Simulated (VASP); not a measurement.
**CdF2: single point with r2SCAN**

The system is CdF2.

```
CELL_PARAMETERS angstrom
0.00000 2.69400 2.69400
2.69400 0.00000 2.69400
2.69400 2.69400 0.00000
ATOMIC_POSITIONS crystal
Cd 0.96785 0.96785 0.96785
F 0.25000 0.25000 0.25000
F 0.75000 0.75000 0.75000
```

This cell differs from its parent crystal: all Cd atoms moved -0.300 Å, as atom 1 along Cartesian [1 1 1].

| Property | Result |
| --- | --- |
| Program | VASP 6.6.1 |
| Task | single point |
| Functional | r2SCAN |
| Potentials or basis | VASP PAW PBE potentials, release 64 (Cd, F) |
| Cutoff | 520 eV |
| k mesh | 8 × 8 × 8 |
| Occupations | gaussian, width 0.05 eV |
| Spin | no spin polarisation |

The pressure is 7.0 GPa and the largest force is 2.608 eV/Å. The band gap on the k mesh is 3.75 eV (least direct gap 4.24 eV).

Forces in eV/Å, atoms in the order of the input:
```
Cd   1.506  1.506  1.506
F   -0.218 -0.218 -0.218
F   -1.288 -1.288 -1.288
```

Stress tensor (GPa, compression positive):
```
7.04 4.17 4.17
4.17 7.04 4.17
4.17 4.17 7.04
```

Levels at points of the mesh, in eV from the valence-band top:
| k point | band 11 | band 12 | band 13 | band 14 | band 15 | band 16 |
| --- | --- | --- | --- | --- | --- | --- |
| (0.00, 0.00, 0.00) | -0.55 | -0.55 | -0.49 | 3.75 | 13.65 | 13.65 |
| (0.50, 0.00, 0.00) | -1.65 | -0.47 | -0.35 | 7.93 | 9.66 | 15.61 |
| (0.50, 0.50, 0.50) | -1.85 | -0.45 | -0.45 | 7.93 | 9.82 | 15.61 |
| (0.50, 0.50, 0.00) | -0.45 | -0.29 | 0.00 | 8.79 | 10.57 | 12.04 |

Run time: 4.4 min on 1 thread of Intel Xeon 8259CL, with other jobs on the host, peak memory 0.2 GiB.

Caveat: the cell differs from its parent crystal (all Cd atoms moved -0.300 Å, as atom 1 along Cartesian [1 1 1]); the cell stands under pressure; the PAW data sets were made with another functional, which shifts forces and pressure a little. A k mesh can miss the band edges.
